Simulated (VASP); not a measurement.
# Sn4Bi2O (P6/mmm) in VASP: notebook

The runs below take Sn4Bi2O through single point, relaxation of cell and atoms, with PBE.

Program: VASP 6.6.1. These are calculated values, not measurements. Logs are shortened: lines on timing, memory, paths and dates and some standing lists are left out, and cuts for length are marked.

### 1 The cell of the first run

Symmetry: P6/mmm, No. 191, hexagonal system. The conventional cell has a = 5.761 Å, b = 5.761 Å, c = 7.445 Å, α = 90.00°, β = 90.00°, γ = 120.00°. Within 3.1 Å of Sn (site symmetry 3m) lie 1 Bi at 2.32 Å and 1 Sn at 2.81 Å. Within 3.1 Å of Bi (site symmetry -6m2) lie 2 Sn at 2.32 Å. O (site symmetry 6/mmm) has 6 Bi at 3.33 Å and 12 Sn at 4.06 Å within 4.4 Å.

The cell was built from a structure type or drawn by symmetry, and may not be a known phase.

### 2 Single point, PBE

The input, INCAR:

```
SYSTEM = Sn4Bi2O
PREC = Accurate
ENCUT = 520
EDIFF = 1E-6
ISMEAR = 0
SIGMA = 0.1
LREAL = .False.
LASPH = .True.
NELM = 80
ALGO = Normal
ISIF = 2
LWAVE = .False.
LCHARG = .False.
GGA = PE
NBANDS = 55
```

The input, KPOINTS:

```
regular mesh
0
Gamma
  3 3 4
  0 0 0
```

The input, POSCAR:

```
Sn4Bi2O
1.0
    5.7609317000      0.0000000000      0.0000000000
   -2.8804658500      4.9891132000      0.0000000000
    0.0000000000      0.0000000000      7.4454471000
Sn Bi O
4 2 1
Direct
    0.3333333300      0.6666666700      0.8115636600
    0.3333333300      0.6666666700      0.1884363400
    0.6666666700      0.3333333300      0.1884363400
    0.6666666700      0.3333333300      0.8115636600
    0.3333333300      0.6666666700      0.5000000000
    0.6666666700      0.3333333300      0.5000000000
    0.0000000000      0.0000000000      0.5000000000
```

Potentials or basis: VASP PAW PBE potentials, release 64 (Sn_d, Bi_d, O).

Command:

```sh
cat potpaw_PBE.64/Sn_d/POTCAR potpaw_PBE.64/Bi_d/POTCAR potpaw_PBE.64/O/POTCAR > POTCAR
mpirun -np 1 vasp_std > vasp.out
```

OUTCAR:

```text
SYSTEM = Sn4Bi2O
   PREC = Accurate
   ENCUT = 520
   EDIFF = 1E-6
   ISMEAR = 0
   LREAL = .False.
   LASPH = .True.
   NELM = 80
   ISIF = 2
   GGA = PE

 ion  position               nearest neighbor table
   1  0.333  0.667  0.812-   5 2.32   2 2.81   4 3.33   4 3.33   4 3.33
   2  0.333  0.667  0.188-   5 2.32   1 2.81   3 3.33   3 3.33   3 3.33
   3  0.667  0.333  0.188-   6 2.32   4 2.81   2 3.33   2 3.33   2 3.33
   4  0.667  0.333  0.812-   6 2.32   3 2.81   1 3.33   1 3.33   1 3.33
   5  0.333  0.667  0.500-   1 2.32   2 2.32   6 3.33   6 3.33   6 3.33
   6  0.667  0.333  0.500-   3 2.32   4 2.32   5 3.33   5 3.33   5 3.33
   7  0.000  0.000  0.500-

  LATTYP: Found a hexagonal cell.
 ALAT       =     5.7609317000
 C/A-ratio  =     1.2924032930

  Lattice vectors:

 A1 = (   5.7609317000,   0.0000000000,   0.0000000000)
 A2 = (  -2.8804658500,   4.9891132000,   0.0000000000)
 A3 = (   0.0000000000,   0.0000000000,   7.4454471000)

Analysis of symmetry for initial positions (statically):
=====================================================================
 Subroutine PRICEL returns:
 Original cell was already a primitive cell.

 Routine SETGRP: Setting up the symmetry group for a
 hexagonal supercell.

 Subroutine GETGRP returns: Found 24 space group operations
 (whereof 24 operations were pure point group operations)
 out of a pool of 24 trial point group operations.

The static configuration has the point symmetry D_6h.

Analysis of symmetry for dynamics (positions and initial velocities):
=====================================================================
 Subroutine PRICEL returns:
 Original cell was already a primitive cell.

 Routine SETGRP: Setting up the symmetry group for a
 hexagonal supercell.

 Subroutine GETGRP returns: Found 24 space group operations
 (whereof 24 operations were pure point group operations)
 out of a pool of 24 trial point group operations.

The dynamic configuration has the point symmetry D_6h.

 Subroutine INISYM returns: Found 24 space group operations
 (whereof 24 operations are pure point group operations),
 and found     1 'primitive' translations

----------------------------------------------------------------------------------------

                                     Primitive cell

  volume of cell :     213.9966

  direct lattice vectors                    reciprocal lattice vectors
     5.760931700  0.000000000  0.000000000     0.173583033  0.100218211  0.000000000
    -2.880465850  4.989113200  0.000000000     0.000000000  0.200436422  0.000000000
     0.000000000  0.000000000  7.445447100     0.000000000  0.000000000  0.134310269

  length of vectors
     5.760931700  5.760931699  7.445447100     0.200436422  0.200436422  0.134310269

  position of ions in fractional coordinates (direct lattice)
     0.333333330  0.666666670  0.811563660
     0.333333330  0.666666670  0.188436340
     0.666666670  0.333333330  0.188436340
     0.666666670  0.333333330  0.811563660
     0.333333330  0.666666670  0.500000000
     0.666666670  0.333333330  0.500000000
     0.000000000  0.000000000  0.500000000

  ion indices of the primitive-cell ions
   primitive index   ion index
                 1           1
                 2           2
                 3           3
                 4           4
                 5           5
                 6           6
                 7           7

----------------------------------------------------------------------------------------

 KPOINTS: regular mesh

Automatic generation of k-mesh.
 Grid dimensions read from file:
 generate k-points for:    3    3    4

 Generating k-lattice:

  Cartesian coordinates                     Fractional coordinates (reciprocal lattice)
     0.057861011  0.033406070  0.000000000     0.333333333 -0.000000000  0.000000000
     0.000000000  0.066812141  0.000000000     0.000000000  0.333333333  0.000000000
     0.000000000  0.000000000  0.033577567     0.000000000  0.000000000  0.250000000

  Length of vectors
     0.066812141  0.066812141  0.033577567

  Shift w.r.t. Gamma in fractional coordinates (k-lattice)
     0.000000000  0.000000000  0.000000000

 Subroutine IBZKPT returns following result:
 ===========================================

 Found      9 irreducible k-points:

 Following reciprocal coordinates:
            Coordinates               Weight
  0.000000  0.000000  0.000000      1.000000
  0.333333 -0.000000  0.000000      6.000000
  0.333333  0.333333  0.000000      2.000000
  0.000000  0.000000  0.250000      2.000000
  0.333333 -0.000000  0.250000     12.000000
  0.333333  0.333333  0.250000      4.000000
  0.000000  0.000000  0.500000      1.000000
  0.333333 -0.000000  0.500000      6.000000
  0.333333  0.333333  0.500000      2.000000
   k-points           NKPTS =      9   k-points in BZ     NKDIM =      9   number of bands    NBANDS=     55
   number of dos      NEDOS =    301   number of ions     NIONS =      7
   total plane-waves  NPLWV = 129024
   dimension x,y,z NGX =    48 NGY =   48 NGZ =   56
   dimension x,y,z NGXF=    96 NGYF=   96 NGZF=  112
   ions per type =               4   2   1
   NGX,Y,Z   is equivalent  to a cutoff of  13.85, 13.85, 12.50 a.u.
   NGXF,Y,Z  is equivalent  to a cutoff of  27.70, 27.70, 25.01 a.u.
 SYSTEM =  Sn4Bi2O
   PREC   = accura    normal or accurate (medium, high low for compatibility)
   ISTART =      0    job   : 0-new  1-cont  2-samecut
   ICHARG =      2    charge: 1-file 2-atom 10-const
   ISPIN  =      1    spin polarized calculation?
   LNONCOLLINEAR =      F non collinear calculations
   LSORBIT =      F    spin-orbit coupling
   LASPH  =      T    aspherical Exc in radial PAW
   ENCUT  =  520.0 eV  38.22 Ry    6.18 a.u.  10.71 10.71 13.84*2*pi/ulx,y,z
   NELM   =     80;   NELMIN=  2; NELMDL= -5     # of ELM steps
   EDIFF  = 0.1E-05   stopping-criterion for ELM
   LREAL  =      F    real-space projection
   EDIFFG = 0.1E-04   stopping-criterion for IOM
   NSW    =      0    number of steps for IOM
   IBRION =     -1    ionic relax: 0-MD 1-quasi-New 2-CG
   NFREE  =      0    steps in history (QN), initial steepest desc. (CG)
   ISIF   =      2    stress and relaxation
   ISYM   =      2    0-nonsym 1-usesym 2-fastsym
   POTIM  = 0.5000    time-step for ionic-motion
   TEBEG  =    0.0;   TEEND  =   0.0 temperature during run
   PSTRESS=    0.0 pullay stress
   NELECT =      92.0000    total number of electrons
   NUPDOWN=      -1.0000    fix difference up-down
   EMIN   =  10.00;   EMAX   =-10.00  energy-range for DOS
   EFERMI =   0.00;   METHOD = LEGACY
   ISMEAR =     0;   SIGMA  =   0.10  broadening in eV -4-tet -1-fermi 0-gaus
   EFERMI_NEDOS =   21; number of points for ismear=-14 and -15
   IALGO  =     38    algorithm
   IMIX   =      4    mixing-type and parameters
     AMIX     =   0.40;   BMIX     =  1.00
     AMIX_MAG =   1.60;   BMIX_MAG =  1.00
  volume/ion in A,a.u.               =      30.57       206.30
  Fermi-wavevector in a.u.,A,eV,Ry     =   1.235573  2.334895 20.771214  1.526641
  Thomas-Fermi vector in A             =   2.370217
   LORBIT       =      0    0 simple, 1 ext, 2 COOP (PROOUT), +10 PAW based schemes
   GGA     = PE    functional components
   LHFCALC =     F    Hartree Fock is set to
   AEXX    =    0.0000 exact exchange contribution
   IVDW    =     0    specifies the selected vdW correction
   LEPSILON=     F    determine dielectric tensor
   LRPA    =     F    only Hartree local field effects (RPA)
 non-spin polarized calculation
 Gauss-broadening in eV      SIGMA  =   0.10
  energy-cutoff  :      520.00
  volume of cell :      214.00
 maximum number of plane-waves:      5835
 NGX is ok and might be reduce to    48
   NGX = 21   NGY = 21   NGZ = 27

 number of electron      91.9999996 magnetization

 Free energy of the ion-electron system (eV)
  ---------------------------------------------------
  ext. energy  EPLUGINS =         0.00000000
  ---------------------------------------------------
  free energy    TOTEN  =       -15.39829885 eV

  energy without entropy =      -15.36534875  energy(sigma->0) =      -15.38182380

 E-fermi :   5.3979     XC(G=0):  -9.0702

 val. band max:        5.3392405300   @ k =   0.3333  -0.0000   0.2500
 cond. band min:       5.4907931268   @ k =   0.3333  -0.0000   0.0000
 fundamental gap:      0.1515525969
 Fermi energy:         5.3978640929

 k-point     1 :       0.0000    0.0000    0.0000
  band No.  band energies     occupation
      1     -19.2391      2.00000
      2     -19.1991      2.00000
      3     -18.3306      2.00000
      4     -18.3306      2.00000
      5     -18.2702      2.00000
      6     -18.2702      2.00000
[... 47 lines left out ...]
     54       8.7859      0.00000
     55       8.7859      0.00000

 k-point     2 :       0.3333   -0.0000    0.0000
  band No.  band energies     occupation
      1     -19.2308      2.00000
      2     -19.2078      2.00000
      3     -18.3338      2.00000
      4     -18.3201      2.00000
      5     -18.2810      2.00000
      6     -18.2669      2.00000
[... 47 lines left out ...]
     54       8.9568      0.00000
     55       9.2596      0.00000

 k-point     3 :       0.3333    0.3333    0.0000
  band No.  band energies     occupation
      1     -19.2194      2.00000
      2     -19.2194      2.00000
      3     -18.3370      2.00000
      4     -18.3006      2.00000
      5     -18.3006      2.00000
      6     -18.2637      2.00000
[... 282 lines left out ...]
 k-point     8 :       0.3333   -0.0000    0.5000
  band No.  band energies     occupation
      1     -19.1764      2.00000
      2     -19.1519      2.00000
      3     -18.3406      2.00000
      4     -18.3267      2.00000
      5     -18.2873      2.00000
      6     -18.2730      2.00000
[... 47 lines left out ...]
     54      10.8321      0.00000
     55      10.9335      0.00000

 k-point     9 :       0.3333    0.3333    0.5000
  band No.  band energies     occupation
      1     -19.1643      2.00000
      2     -19.1643      2.00000
      3     -18.3438      2.00000
      4     -18.3071      2.00000
      5     -18.3071      2.00000
      6     -18.2699      2.00000
[... 47 lines left out ...]
     54       9.8397      0.00000
     55      10.4978      0.00000

------------------------ aborting loop because EDIFF is reached ----------------------------------------

  FORCE on cell =-STRESS in cart. coord.  units (eV):
  Direction    XX          YY          ZZ          XY          YZ          ZX
  --------------------------------------------------------------------------------------
  -------------------------------------------------------------------------------------
  Total       -2.9609991     -2.9609991     88.1980033      0.0000000      0.0000000      0.0000000
  in kB      -22.1687899    -22.1687899    660.3321904      0.0000000      0.0000000      0.0000000
  external PRESSURE =     205.3315369 kB  Pullay stress =       0.0000000 kB

 VOLUME and BASIS-vectors are now :
 -----------------------------------------------------------------------------
  energy-cutoff  :      520.00
  volume of cell :      214.00
      direct lattice vectors                 reciprocal lattice vectors
     5.760931700  0.000000000  0.000000000     0.173583033  0.100218211  0.000000000
    -2.880465850  4.989113200  0.000000000     0.000000000  0.200436422  0.000000000
     0.000000000  0.000000000  7.445447100     0.000000000  0.000000000  0.134310269

 POSITION                                       TOTAL-FORCE (eV/Angst)
 -----------------------------------------------------------------------------------
     -0.00000      3.32608      6.04245        -0.000000      0.000000      8.177003
     -0.00000      3.32608      1.40299        -0.000000     -0.000000     -8.177003
      2.88047      1.66304      1.40299         0.000000     -0.000000     -8.177003
      2.88047      1.66304      6.04245         0.000000      0.000000      8.177003
     -0.00000      3.32608      3.72272        -0.000000      0.000000     -0.000000
      2.88047      1.66304      3.72272         0.000000      0.000000      0.000000
      0.00000      0.00000      3.72272        -0.000000      0.000000     -0.000000
 -----------------------------------------------------------------------------------
    total drift:                               -0.000000      0.000000      0.000000

  FREE ENERGIE OF THE ION-ELECTRON SYSTEM (eV)
  ---------------------------------------------------
  free  energy   TOTEN  =       -15.3982988474 eV

  energy  without entropy=      -15.3653487499  energy(sigma->0) =      -15.38182380
```

Wall time 5.2 min (1 thread of Intel Xeon 8259CL, shared host); peak memory 0.39 GiB.

What came out:

```yaml
Free_energy: -15.3983 eV
Pressure: 20.5 GPa
Largest_force: 8.177 eV/Å
Band_gap_on_the_k_mesh: zero (bands 46 and 47 overlap by 0.71 eV)
```

Forces on the atoms (eV/Å):
```
Sn   0.000  0.000  8.177
Sn   0.000  0.000 -8.177
Sn   0.000  0.000 -8.177
Sn   0.000  0.000  8.177
Bi   0.000  0.000  0.000
Bi   0.000  0.000  0.000
O    0.000  0.000  0.000
```

Stress tensor (GPa, compression positive):
```
-2.22  0.00  0.00
 0.00 -2.22  0.00
 0.00  0.00 66.03
```

Caveat: the k points lie up to 0.42 Å⁻¹ apart, too coarse for converged energies and pressures of a metal; spin-orbit coupling is left out, which moves the levels of the heavy elements; forces of over 1 eV/Å act on the atoms, so gaps and moduli don't describe the material at rest.

(Continued in part 2 of 3.)
